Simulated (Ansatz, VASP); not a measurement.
# P: VASP beside Ansatz

```
P
1.0
     1.72573    0.99635    3.12968
    -1.72573    0.99635    3.12968
     0.00000   -1.99270    3.12968
P
2
Direct
  0.22708 0.22708 0.22708
  0.74224 0.75617 0.85079
```

Change from the starting cell: one atom moved.

Alike in both runs: task single point; functional PBE; k mesh 12 × 12 × 12; occupations gaussian, width 0.1 eV; no spin polarisation.

```csv
,VASP,Ansatz
version,VASP 6.6.1,Ansatz 0.2.0
potentials or method,"VASP PAW PBE potentials, release 64 (P), cutoff 520 eV","scalar-relativistic, plane waves, PAW"
valence electrons in the cell,10,10
```

Ansatz gave:

| Quantity | Value |
| --- | --- |
| gap on the k mesh at the Fermi level (eV) | none |
| pressure (GPa) | 6.6 |
| traceless stress, the component that is largest in VASP (GPa) | -5.47 |
| rms of the force components (eV/Å) | 1.112 |

Problem. Estimate VASP's values.

Solution. gap on the k mesh at the Fermi level (eV): none; pressure (GPa): 6.3; traceless stress, the component that is largest in VASP (GPa): -5.38; rms of the force components (eV/Å): 1.083.

Atom by atom the forces differ by 0.030 eV/Å (rms over components). A gap of «none» marks a metal or a gap that the smearing closes. With one functional, cell and mesh, what is left measures potentials, basis and numerics.
